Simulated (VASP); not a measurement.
# Cu (Fm-3m) in VASP: single point with PBE

Aim: the single point of Cu with PBE.

Program: VASP 6.6.1. These are calculated values, not measurements. Logs are shortened: lines on timing, memory, paths and dates and some standing lists are left out, and cuts for length are marked.

### 1 The cell of the first run

The structure is cubic, space group Fm-3m (No. 225). The conventional cell has a = 3.630 Å, b = 3.630 Å, c = 3.630 Å, α = 90.00°, β = 90.00°, γ = 90.00°. Within 3.4 Å of Cu (site symmetry m-3m) lie 12 Cu at 2.57 Å.

### 2 Single point, PBE

Contents of INCAR:

```
SYSTEM = Cu
ALGO = Normal ; EDIFF = 1E-7
ENCUT = 520 ; GGA = PE
ISIF = 2 ; ISMEAR = 1
LASPH = .TRUE. ; LCHARG = .FALSE.
LREAL = Auto ; LWAVE = .FALSE.
NBANDS = 102 ; NELM = 100
PREC = Accurate ; SIGMA = 0.1
```

Contents of KPOINTS:

```
k-points
0
G
  4 4 4
  0 0 0
```

Contents of POSCAR:

```
Cu
1.0
   -3.6303500644      3.6303500644      3.6303500644
    3.6303500644     -3.6303500644      3.6303500644
    3.6303500644      3.6303500644     -3.6303500644
Cu
16
Direct
    0.0000000000      0.0000000000      0.0000000000
    0.0000000000      0.2500000000      0.7500000000
    0.0000000000      0.5000000000      0.5000000000
    0.0000000000      0.7500000000      0.2500000000
    0.2500000000      0.0000000000      0.7500000000
    0.2500000000      0.2500000000      0.5000000000
    0.2500000000      0.5000000000      0.2500000000
    0.2500000000      0.7500000000      0.0000000000
    0.5000000000      0.0000000000      0.5000000000
    0.5000000000      0.2500000000      0.2500000000
    0.5000000000      0.5000000000      0.0000000000
    0.5000000000      0.7500000000      0.7500000000
    0.7500000000      0.0000000000      0.2500000000
    0.7500000000      0.2500000000      0.0000000000
    0.7500000000      0.5000000000      0.7500000000
    0.7500000000      0.7500000000      0.5000000000
```

Potentials or basis: VASP PAW PBE potentials, release 64 (Cu).

Run with:

```sh
$ cat potpaw_PBE.64/Cu/POTCAR > POTCAR
$ mpirun -np 1 vasp_std > vasp.out
```

OUTCAR:

```text
SYSTEM = Cu
   EDIFF = 1E-7
   ENCUT = 520
   GGA = PE
   ISIF = 2
   ISMEAR = 1
   LASPH = .TRUE.
   LREAL = Auto
   NELM = 100
   PREC = Accurate

 ion  position               nearest neighbor table
   1  0.000  0.000  0.000-   2 2.57   4 2.57   5 2.57   6 2.57   7 2.57   8 2.57  10 2.57  13 2.57
                            14 2.57  16 2.57  15 2.57  12 2.57
   2  0.000  0.250  0.750-   1 2.57   3 2.57   5 2.57   6 2.57   7 2.57   8 2.57  11 2.57  14 2.57
                            15 2.57  13 2.57  16 2.57   9 2.57
   3  0.000  0.500  0.500-   2 2.57   4 2.57   5 2.57   6 2.57   7 2.57   8 2.57  12 2.57  15 2.57
                            16 2.57  14 2.57  13 2.57  10 2.57
   4  0.000  0.750  0.250-   1 2.57   3 2.57   5 2.57   6 2.57   7 2.57   8 2.57   9 2.57  13 2.57
                            16 2.57  15 2.57  14 2.57  11 2.57
   5  0.250  0.000  0.750-   1 2.57   2 2.57   6 2.57   8 2.57   9 2.57  10 2.57  11 2.57  12 2.57
                            14 2.57   4 2.57   3 2.57  16 2.57
   6  0.250  0.250  0.500-   2 2.57   3 2.57   5 2.57   7 2.57   9 2.57  10 2.57  11 2.57  12 2.57
                            15 2.57   1 2.57   4 2.57  13 2.57
   7  0.250  0.500  0.250-   3 2.57   4 2.57   6 2.57   8 2.57   9 2.57  10 2.57  11 2.57  12 2.57
                            16 2.57   2 2.57   1 2.57  14 2.57
   8  0.250  0.750  0.000-   1 2.57   4 2.57   5 2.57   7 2.57   9 2.57  10 2.57  11 2.57  12 2.57
                            13 2.57   3 2.57   2 2.57  15 2.57
   9  0.500  0.000  0.500-   2 2.57   5 2.57   6 2.57  10 2.57  12 2.57  13 2.57  14 2.57  15 2.57
                            16 2.57   8 2.57   7 2.57   4 2.57
  10  0.500  0.250  0.250-   3 2.57   6 2.57   7 2.57   9 2.57  11 2.57  13 2.57  14 2.57  15 2.57
                            16 2.57   5 2.57   8 2.57   1 2.57
  11  0.500  0.500  0.000-   4 2.57   7 2.57   8 2.57  10 2.57  12 2.57  13 2.57  14 2.57  15 2.57
                            16 2.57   6 2.57   5 2.57   2 2.57
  12  0.500  0.750  0.750-   1 2.57   5 2.57   8 2.57   9 2.57  11 2.57  13 2.57  14 2.57  15 2.57
                            16 2.57   7 2.57   6 2.57   3 2.57
  13  0.750  0.000  0.250-   1 2.57   2 2.57   3 2.57   4 2.57   6 2.57   9 2.57  10 2.57  14 2.57
                            16 2.57  12 2.57  11 2.57   8 2.57
  14  0.750  0.250  0.000-   1 2.57   2 2.57   3 2.57   4 2.57   7 2.57  10 2.57  11 2.57  13 2.57
                            15 2.57   9 2.57  12 2.57   5 2.57
  15  0.750  0.500  0.750-   1 2.57   2 2.57   3 2.57   4 2.57   8 2.57  11 2.57  12 2.57  14 2.57
                            16 2.57  10 2.57   9 2.57   6 2.57
  16  0.750  0.750  0.500-   1 2.57   2 2.57   3 2.57   4 2.57   5 2.57   9 2.57  12 2.57  13 2.57
                            15 2.57  11 2.57  10 2.57   7 2.57

  LATTYP: Found a body centered cubic cell.
 ALAT       =     7.2607001288

  Lattice vectors:

 A1 = (  -3.6303500644,   3.6303500644,   3.6303500644)
 A2 = (   3.6303500644,  -3.6303500644,   3.6303500644)
 A3 = (   3.6303500644,   3.6303500644,  -3.6303500644)

Analysis of symmetry for initial positions (statically):
=====================================================================
 Subroutine PRICEL returns following result:

[... 142 lines left out ...]
     AMIX     =   0.40;   BMIX     =  1.00
     AMIX_MAG =   1.60;   BMIX_MAG =  1.00
  volume/ion in A,a.u.               =      11.96        80.72
  Fermi-wavevector in a.u.,A,eV,Ry     =   1.592003  3.008449 34.483607  2.534474
  Thomas-Fermi vector in A             =   2.690456
   LORBIT       =      0    0 simple, 1 ext, 2 COOP (PROOUT), +10 PAW based schemes
   GGA     = PE    functional components
   LHFCALC =     F    Hartree Fock is set to
   AEXX    =    0.0000 exact exchange contribution
   IVDW    =     0    specifies the selected vdW correction
   LEPSILON=     F    determine dielectric tensor
   LRPA    =     F    only Hartree local field effects (RPA)
 non-spin polarized calculation
 Methfessel and Paxton  Order N= 1 SIGMA  =   0.10
  energy-cutoff  :      520.00
  volume of cell :      191.38
 maximum number of plane-waves:      5233
 NGX is ok and might be reduce to    48
   NGX = 23   NGY = 23   NGZ = 23

 number of electron     175.9999754 magnetization

 Free energy of the ion-electron system (eV)
  ---------------------------------------------------
  ext. energy  EPLUGINS =         0.00000000
  ---------------------------------------------------
  free energy    TOTEN  =       -59.56053568 eV

  energy without entropy =      -59.54399626  energy(sigma->0) =      -59.55502254

 E-fermi :   7.3888     XC(G=0): -12.6507

 val. band max:        7.3881640370   @ k =   0.2500   0.2500   0.0000
 cond. band min:       7.6537622768   @ k =   0.5000   0.0000   0.0000
 fundamental gap:      0.2655982398
 Fermi energy:         7.3887758267

 k-point     1 :       0.0000    0.0000    0.0000
  band No.  band energies     occupation
      1      -1.8253      2.00000
      2       2.6311      2.00000
      3       2.6311      2.00000
      4       2.6311      2.00000
      5       2.7983      2.00000
      6       2.7983      2.00000
[... 813 lines left out ...]
     99      13.5876      0.00000
    100      13.5876      0.00000
 [bands above 100 left out]

------------------------ aborting loop because EDIFF is reached ----------------------------------------

  FORCE on cell =-STRESS in cart. coord.  units (eV):
  Direction    XX          YY          ZZ          XY          YZ          ZX
  --------------------------------------------------------------------------------------
  -------------------------------------------------------------------------------------
  Total        0.9762918      0.9762918      0.9762918     -0.0000000     -0.0000000      0.0000000
  in kB        8.1730602      8.1730602      8.1730602     -0.0000000     -0.0000000      0.0000000
  external PRESSURE =       8.1730602 kB  Pullay stress =       0.0000000 kB

 VOLUME and BASIS-vectors are now :
 -----------------------------------------------------------------------------
  energy-cutoff  :      520.00
  volume of cell :      191.38
      direct lattice vectors                 reciprocal lattice vectors
    -3.630350064  3.630350064  3.630350064     0.000000000  0.137727765  0.137727765
     3.630350064 -3.630350064  3.630350064     0.137727765  0.000000000  0.137727765
     3.630350064  3.630350064 -3.630350064     0.137727765  0.137727765  0.000000000

 POSITION                                       TOTAL-FORCE (eV/Angst)
 -----------------------------------------------------------------------------------
      0.00000      0.00000      0.00000        -0.000000      0.000000     -0.000000
      3.63035      1.81518     -1.81518        -0.000000     -0.000000      0.000000
      3.63035      0.00000      0.00000        -0.000000     -0.000000     -0.000000
      3.63035     -1.81518      1.81518        -0.000000      0.000000     -0.000000
      1.81518      3.63035     -1.81518         0.000000      0.000000      0.000000
      1.81518      1.81518      0.00000        -0.000000     -0.000000      0.000000
[... 8 lines left out ...]
      1.81518      3.63035      1.81518         0.000000      0.000000      0.000000
      1.81518      1.81518      3.63035        -0.000000      0.000000      0.000000
 -----------------------------------------------------------------------------------
    total drift:                               -0.000000      0.000000      0.000000

  FREE ENERGIE OF THE ION-ELECTRON SYSTEM (eV)
  ---------------------------------------------------
  free  energy   TOTEN  =       -59.5605356837 eV

  energy  without entropy=      -59.5439962605  energy(sigma->0) =      -59.55502254
```

OSZICAR:

```text
N       E                     dE             d eps       ncg     rms          rms(c)
DAV:   1     0.187153715924E+04    0.18715E+04   -0.72107E+04  1640   0.308E+03
DAV:   2     0.263789342363E+03   -0.16077E+04   -0.15643E+04  1632   0.628E+02
DAV:   3    -0.523880042053E+02   -0.31618E+03   -0.29637E+03  1640   0.296E+02
DAV:   4    -0.733839547881E+02   -0.20996E+02   -0.20128E+02  1772   0.104E+02
DAV:   5    -0.738324995521E+02   -0.44854E+00   -0.44747E+00  1862   0.173E+01    0.306E+01
DAV:   6    -0.652291652169E+02    0.86033E+01   -0.16734E+02  1736   0.135E+02    0.155E+01
DAV:   7    -0.596906830144E+02    0.55385E+01   -0.29359E+01  1794   0.568E+01    0.164E+00
DAV:   8    -0.596211831594E+02    0.69500E-01   -0.74906E-01  1936   0.612E+00    0.190E+00
DAV:   9    -0.595597360878E+02    0.61447E-01   -0.21436E-01  1734   0.483E+00    0.625E-02
DAV:  10    -0.595605292566E+02   -0.79317E-03   -0.75266E-03  1858   0.501E-01    0.329E-02
DAV:  11    -0.595605204170E+02    0.88397E-05   -0.13165E-04  2238   0.579E-02    0.159E-02
DAV:  12    -0.595605353508E+02   -0.14934E-04   -0.12886E-05  2202   0.310E-02    0.384E-03
DAV:  13    -0.595605361155E+02   -0.76468E-06   -0.79541E-07  1466   0.838E-03    0.107E-03
DAV:  14    -0.595605358235E+02    0.29194E-06   -0.49948E-08   876   0.137E-03    0.438E-04
DAV:  15    -0.595605357181E+02    0.10549E-06   -0.13170E-08   852   0.713E-04    0.142E-04
DAV:  16    -0.595605356837E+02    0.34332E-07   -0.40131E-09   852   0.338E-04
   1 F= -.59560536E+02 E0= -.59555023E+02  d E =-.165394E-01
```

It took 11 min on 1 thread of AMD EPYC 7R13, shared host; peak memory 0.36 GiB.

What came out:

| Property | Result |
| --- | --- |
| Free energy | -59.5605 eV |
| Pressure | 0.8 GPa |
| Band gap on the k mesh | zero (bands 88 and 89 overlap by 1.90 eV) |

The gap in the log of VASP goes by the Fermi energy; the results here count the filled bands.